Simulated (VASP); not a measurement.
# V2BN (P4mm) in VASP: single point with PBE

Aim: the single point of V2BN with PBE.

Program: VASP 6.6.1. These are calculated values, not measurements. Logs are shortened: lines on timing, memory, paths and dates and some standing lists are left out, and cuts for length are marked.

## (1) The cell of the first run

The structure is tetragonal, space group P4mm (No. 99). Conventional cell: a = 3.469 Å, b = 3.469 Å, c = 4.060 Å, α = 90.00°, β = 90.00°, γ = 90.00°. V (site symmetry 2mm) has 2 N at 1.81 Å and 2 B at 2.17 Å and 4 V at 2.45 Å within 2.5 Å. B (site symmetry 4mm) has 4 V at 2.17 Å and 4 N at 2.57 Å within 2.9 Å. Within 2.4 Å of N (site symmetry 4mm) lie 4 V at 1.81 Å.

The cell was built from a structure type or drawn by symmetry, and may not be a known phase.

## (2) Single point, PBE, collinear spin, ferromagnetic start

INCAR reads:

```
SYSTEM = V2BN
  PREC = Accurate
  ENCUT = 520
  EDIFF = 1E-6
  ISMEAR = 0
  SIGMA = 0.1
  LREAL = .False.
  LASPH = .True.
  NELM = 150
  ALGO = Normal
  ISIF = 2
  LWAVE = .False.
  LCHARG = .True.
  ISPIN = 2
  MAGMOM = -2 -2 0 0
  LORBIT = 11
  LMAXMIX = 4
  GGA = PE
  LELF = .True.
  LVHAR = .True.
  NBANDS = 29
```

KPOINTS reads:

```
Automatic mesh
0
Gamma
  6 6 4
  0 0 0
```

POSCAR reads:

```
V2BN
1.0
    3.4694747600      0.0000000000      0.0000000000
    0.0000000000      3.4694747600      0.0000000000
    0.0000000000      0.0000000000      4.0604012500
V B N
2 1 1
Direct
    0.5000000000      0.0000000000      0.3898705900
    0.0000000000      0.5000000000      0.3898705900
    0.5000000000      0.5000000000      0.0689193000
    0.0000000000      0.0000000000      0.2588324100
```

Potentials or basis: VASP PAW PBE potentials, release 64 (V_sv, B, N).

Command:

```sh
cat potpaw_PBE.64/V_sv/POTCAR potpaw_PBE.64/B/POTCAR potpaw_PBE.64/N/POTCAR > POTCAR
mpirun -np 1 vasp_std > vasp.out
```

OUTCAR:

```text
SYSTEM = V2BN
   PREC = Accurate
   ENCUT = 520
   EDIFF = 1E-6
   ISMEAR = 0
   LREAL = .False.
   LASPH = .True.
   NELM = 150
   ISIF = 2
   ISPIN = 2
   LORBIT = 11
   GGA = PE

 ion  position               nearest neighbor table
   1  0.500  0.000  0.390-   4 1.81   4 1.81   3 2.17   3 2.17   2 2.45   2 2.45   2 2.45   2 2.45

   2  0.000  0.500  0.390-   4 1.81   4 1.81   3 2.17   3 2.17   1 2.45   1 2.45   1 2.45   1 2.45

   3  0.500  0.500  0.069-   1 2.17   2 2.17   1 2.17   2 2.17
   4  0.000  0.000  0.259-   1 1.81   2 1.81   2 1.81   1 1.81

  LATTYP: Found a simple tetragonal cell.
 ALAT       =     3.4694747600
 C/A-ratio  =     1.1703215993

  Lattice vectors:

 A1 = (   3.4694747600,   0.0000000000,   0.0000000000)
 A2 = (   0.0000000000,   3.4694747600,   0.0000000000)
 A3 = (   0.0000000000,   0.0000000000,   4.0604012500)

Analysis of symmetry for initial positions (statically):
=====================================================================
 Subroutine PRICEL returns:
 Original cell was already a primitive cell.

 Routine SETGRP: Setting up the symmetry group for a
 simple tetragonal supercell.

 Subroutine GETGRP returns: Found  8 space group operations
 (whereof  8 operations were pure point group operations)
 out of a pool of 16 trial point group operations.

The static configuration has the point symmetry C_4v.

Analysis of symmetry for dynamics (positions and initial velocities):
=====================================================================
 Subroutine PRICEL returns:
 Original cell was already a primitive cell.

 Routine SETGRP: Setting up the symmetry group for a
 simple tetragonal supercell.

 Subroutine GETGRP returns: Found  8 space group operations
 (whereof  8 operations were pure point group operations)
 out of a pool of 16 trial point group operations.

The dynamic configuration has the point symmetry C_4v.

Analysis of structural, dynamic, and magnetic symmetry:
=====================================================================
 Subroutine PRICEL returns:
 Original cell was already a primitive cell.

 Routine SETGRP: Setting up the symmetry group for a
 simple tetragonal supercell.

 Subroutine GETGRP returns: Found  8 space group operations
 (whereof  8 operations were pure point group operations)
 out of a pool of 16 trial point group operations.

The overall configuration has the point symmetry C_4v.

 Subroutine INISYM returns: Found  8 space group operations
 (whereof  8 operations are pure point group operations),
 and found     1 'primitive' translations

----------------------------------------------------------------------------------------

                                     Primitive cell

  volume of cell :      48.8761

  direct lattice vectors                    reciprocal lattice vectors
     3.469474760  0.000000000  0.000000000     0.288228066  0.000000000  0.000000000
     0.000000000  3.469474760  0.000000000     0.000000000  0.288228066  0.000000000
     0.000000000  0.000000000  4.060401250     0.000000000  0.000000000  0.246281079

  length of vectors
     3.469474760  3.469474760  4.060401250     0.288228066  0.288228066  0.246281079

  position of ions in fractional coordinates (direct lattice)
     0.500000000  0.000000000  0.389870590
     0.000000000  0.500000000  0.389870590
     0.500000000  0.500000000  0.068919300
     0.000000000  0.000000000  0.258832410

  ion indices of the primitive-cell ions
   primitive index   ion index
                 1           1
                 2           2
                 3           3
                 4           4

----------------------------------------------------------------------------------------

 KPOINTS: Automatic mesh

Automatic generation of k-mesh.
 Grid dimensions read from file:
 generate k-points for:    6    6    4

 Generating k-lattice:

  Cartesian coordinates                     Fractional coordinates (reciprocal lattice)
     0.048038011  0.000000000  0.000000000     0.166666667  0.000000000  0.000000000
     0.000000000  0.048038011  0.000000000     0.000000000  0.166666667  0.000000000
     0.000000000  0.000000000  0.061570270     0.000000000  0.000000000  0.250000000

  Length of vectors
     0.048038011  0.048038011  0.061570270

  Shift w.r.t. Gamma in fractional coordinates (k-lattice)
     0.000000000  0.000000000  0.000000000

 Subroutine IBZKPT returns following result:
 ===========================================

 Found     30 irreducible k-points:

 Following reciprocal coordinates:
            Coordinates               Weight
  0.000000  0.000000  0.000000      1.000000
  0.166667  0.000000  0.000000      4.000000
  0.333333  0.000000  0.000000      4.000000
  0.500000  0.000000  0.000000      2.000000
  0.166667  0.166667  0.000000      4.000000
  0.333333  0.166667  0.000000      8.000000
[... 16 lines left out ...]
  0.333333  0.000000  0.500000      4.000000
  0.500000  0.000000  0.500000      2.000000
 [... further k-points ...]
   k-points           NKPTS =     30   k-points in BZ     NKDIM =     30   number of bands    NBANDS=     29
   number of dos      NEDOS =    301   number of ions     NIONS =      4
   total plane-waves  NPLWV =  23520
   dimension x,y,z NGX =    28 NGY =   28 NGZ =   30
   dimension x,y,z NGXF=    56 NGYF=   56 NGZF=   60
   ions per type =               2   1   1
   NGX,Y,Z   is equivalent  to a cutoff of  13.42, 13.42, 12.28 a.u.
   NGXF,Y,Z  is equivalent  to a cutoff of  26.83, 26.83, 24.57 a.u.
 SYSTEM =  V2BN
   PREC   = accura    normal or accurate (medium, high low for compatibility)
   ISTART =      0    job   : 0-new  1-cont  2-samecut
   ICHARG =      2    charge: 1-file 2-atom 10-const
   ISPIN  =      2    spin polarized calculation?
   LNONCOLLINEAR =      F non collinear calculations
   LSORBIT =      F    spin-orbit coupling
   LASPH  =      T    aspherical Exc in radial PAW
   ENCUT  =  520.0 eV  38.22 Ry    6.18 a.u.   6.45  6.45  7.55*2*pi/ulx,y,z
   NELM   =    150;   NELMIN=  2; NELMDL= -5     # of ELM steps
   EDIFF  = 0.1E-05   stopping-criterion for ELM
   LREAL  =      F    real-space projection
   EDIFFG = 0.1E-04   stopping-criterion for IOM
   NSW    =      0    number of steps for IOM
   IBRION =     -1    ionic relax: 0-MD 1-quasi-New 2-CG
   NFREE  =      0    steps in history (QN), initial steepest desc. (CG)
   ISIF   =      2    stress and relaxation
   ISYM   =      2    0-nonsym 1-usesym 2-fastsym
   POTIM  = 0.5000    time-step for ionic-motion
   TEBEG  =    0.0;   TEEND  =   0.0 temperature during run
   PSTRESS=    0.0 pullay stress
   NELECT =      34.0000    total number of electrons
   NUPDOWN=      -1.0000    fix difference up-down
   EMIN   =  10.00;   EMAX   =-10.00  energy-range for DOS
   EFERMI =   0.00;   METHOD = LEGACY
   ISMEAR =     0;   SIGMA  =   0.10  broadening in eV -4-tet -1-fermi 0-gaus
   EFERMI_NEDOS =   21; number of points for ismear=-14 and -15
   IALGO  =     38    algorithm
   IMIX   =      4    mixing-type and parameters
     AMIX     =   0.40;   BMIX     =  1.00
     AMIX_MAG =   1.60;   BMIX_MAG =  1.00
  volume/ion in A,a.u.               =      12.22        82.46
  Fermi-wavevector in a.u.,A,eV,Ry     =   1.450560  2.741161 28.628345  2.104124
  Thomas-Fermi vector in A             =   2.568158
   LORBIT       =     11    0 simple, 1 ext, 2 COOP (PROOUT), +10 PAW based schemes
   GGA     = PE    functional components
   LHFCALC =     F    Hartree Fock is set to
   AEXX    =    0.0000 exact exchange contribution
   IVDW    =     0    specifies the selected vdW correction
   LEPSILON=     F    determine dielectric tensor
   LRPA    =     F    only Hartree local field effects (RPA)
 spin polarized calculation
 Gauss-broadening in eV      SIGMA  =   0.10
  energy-cutoff  :      520.00
  volume of cell :       48.88
 maximum number of plane-waves:      1336
 NGX is ok and might be reduce to    28
   NGX = 13   NGY = 13   NGZ = 15

 number of electron      34.0000017 magnetization      -0.0008518

 Free energy of the ion-electron system (eV)
  ---------------------------------------------------
  ext. energy  EPLUGINS =         0.00000000
  ---------------------------------------------------
  free energy    TOTEN  =       -29.84041771 eV

  energy without entropy =      -29.82066252  energy(sigma->0) =      -29.83054011

 E-fermi :   6.7229     XC(G=0): -11.3245

 val. band max:        6.6951367585   @ k =   0.0000   0.0000   0.2500
 cond. band min:       6.7529256990   @ k =   0.3333   0.0000   0.5000
 fundamental gap:      0.0577889405
 Fermi energy:         6.7229244925

 spin component 1

 k-point     1 :       0.0000    0.0000    0.0000
  band No.  band energies     occupation
      1     -57.5847      1.00000
      2     -57.2461      1.00000
      3     -31.8735      1.00000
      4     -31.8735      1.00000
      5     -31.5131      1.00000
      6     -31.2373      1.00000
[... 21 lines left out ...]
     28      17.5301      0.00000
     29      17.6758      0.00000

 k-point     2 :       0.1667    0.0000    0.0000
  band No.  band energies     occupation
      1     -57.5618      1.00000
      2     -57.2685      1.00000
      3     -31.8381      1.00000
      4     -31.8198      1.00000
      5     -31.4941      1.00000
      6     -31.2547      1.00000
[... 21 lines left out ...]
     28      17.4524      0.00000
     29      18.1635      0.00000

 k-point     3 :       0.3333    0.0000    0.0000
  band No.  band energies     occupation
      1     -57.4992      1.00000
      2     -57.3299      1.00000
      3     -31.7440      1.00000
      4     -31.6834      1.00000
      5     -31.4423      1.00000
      6     -31.3023      1.00000
[... 638 lines left out ...]
      5     -31.4478      1.00000
      6     -31.3062      1.00000
[... 21 lines left out ...]
     28      15.5329      0.00000
     29      18.8466      0.00000

 k-point    24 :       0.5000    0.0000    0.5000
  band No.  band energies     occupation
      1     -57.4150      1.00000
      2     -57.4132      1.00000
      3     -31.6727      1.00000
      4     -31.5818      1.00000
      5     -31.3792      1.00000
      6     -31.3710      1.00000
[... 21 lines left out ...]
     28      15.7506      0.00000
     29      19.8327      0.00000

 [... further k-points ...]

 spin component 2

 k-point     1 :       0.0000    0.0000    0.0000
  band No.  band energies     occupation
      1     -57.5851      1.00000
      2     -57.2465      1.00000
      3     -31.8739      1.00000
      4     -31.8739      1.00000
      5     -31.5134      1.00000
      6     -31.2377      1.00000
[... 21 lines left out ...]
     28      17.5300      0.00000
     29      17.6756      0.00000

 k-point     2 :       0.1667    0.0000    0.0000
  band No.  band energies     occupation
      1     -57.5621      1.00000
      2     -57.2689      1.00000
      3     -31.8385      1.00000
      4     -31.8201      1.00000
      5     -31.4944      1.00000
      6     -31.2550      1.00000
[... 21 lines left out ...]
     28      17.4523      0.00000
     29      18.1634      0.00000

 k-point     3 :       0.3333    0.0000    0.0000
  band No.  band energies     occupation
      1     -57.4996      1.00000
      2     -57.3302      1.00000
      3     -31.7443      1.00000
      4     -31.6837      1.00000
      5     -31.4427      1.00000
      6     -31.3027      1.00000
[... 638 lines left out ...]
      5     -31.4482      1.00000
      6     -31.3065      1.00000
[... 21 lines left out ...]
     28      15.5328      0.00000
     29      18.8464      0.00000

 k-point    24 :       0.5000    0.0000    0.5000
  band No.  band energies     occupation
      1     -57.4153      1.00000
      2     -57.4135      1.00000
      3     -31.6730      1.00000
      4     -31.5821      1.00000
      5     -31.3796      1.00000
      6     -31.3713      1.00000
[... 21 lines left out ...]
     28      15.7505      0.00000
     29      19.8326      0.00000

 [... further k-points ...]

------------------------ aborting loop because EDIFF is reached ----------------------------------------

  FORCE on cell =-STRESS in cart. coord.  units (eV):
  Direction    XX          YY          ZZ          XY          YZ          ZX
  --------------------------------------------------------------------------------------
  -------------------------------------------------------------------------------------
  Total       15.1145762     15.1145762     -6.4861049      0.0000000      0.0000000      0.0000000
  in kB      495.4617590    495.4617590   -212.6170736      0.0000000      0.0000000      0.0000000
  external PRESSURE =     259.4354815 kB  Pullay stress =       0.0000000 kB

 VOLUME and BASIS-vectors are now :
 -----------------------------------------------------------------------------
  energy-cutoff  :      520.00
  volume of cell :       48.88
      direct lattice vectors                 reciprocal lattice vectors
     3.469474760  0.000000000  0.000000000     0.288228066  0.000000000  0.000000000
     0.000000000  3.469474760  0.000000000     0.000000000  0.288228066  0.000000000
     0.000000000  0.000000000  4.060401250     0.000000000  0.000000000  0.246281079

 POSITION                                       TOTAL-FORCE (eV/Angst)
 -----------------------------------------------------------------------------------
      1.73474      0.00000      1.58303         0.000000     -0.000000      0.435915
      0.00000      1.73474      1.58303        -0.000000      0.000000      0.435915
      1.73474      1.73474      0.27984         0.000000     -0.000000     -1.675350
      0.00000      0.00000      1.05096         0.000000     -0.000000      0.803520
 -----------------------------------------------------------------------------------
    total drift:                                0.000000      0.000000      0.001411

  FREE ENERGIE OF THE ION-ELECTRON SYSTEM (eV)
  ---------------------------------------------------
  free  energy   TOTEN  =       -29.8404177074 eV

  energy  without entropy=      -29.8206625192  energy(sigma->0) =      -29.83054011

 total charge

# of ion       s       p       d       tot
------------------------------------------
    1        2.328   6.329   3.387  12.044
    2        2.328   6.329   3.387  12.044
    3        0.737   0.947   0.000   1.683
    4        1.302   2.566   0.000   3.868
--------------------------------------------------
tot          6.695  16.171   6.774  29.640

 magnetization (x)

# of ion       s       p       d       tot
------------------------------------------
    1       -0.000  -0.000  -0.000  -0.000
    2       -0.000  -0.000  -0.000  -0.000
    3        0.000   0.000   0.000   0.000
    4        0.000   0.000   0.000   0.000
--------------------------------------------------
tot          0.000  -0.000  -0.001  -0.001
```

Wall time 38 s (1 thread of Intel Xeon 6975P-C (Granite Rapids), shared host); peak memory 0.21 GiB.

Results:

| Quantity | Value |
| --- | --- |
| Free energy | -29.8404 eV |
| Pressure | 25.9 GPa |
| Largest force | 1.675 eV/Å |
| Band gap on the k mesh | zero (filled and empty bands overlap) |
| Net moment | 0.00 μB per cell |
| Valence electrons inside the program's atomic spheres | V 12.04; B 1.68; N 3.87 |

Forces in eV/Å, atoms in the order of the input:
```
V    0.000  0.000  0.436
V    0.000  0.000  0.436
B    0.000  0.000 -1.675
N    0.000  0.000  0.804
```

Caveat: the k points lie up to 0.39 Å⁻¹ apart, too coarse for converged energies and pressures of a metal; forces of over 1 eV/Å act on the atoms, so gaps and moduli don't describe the material at rest.
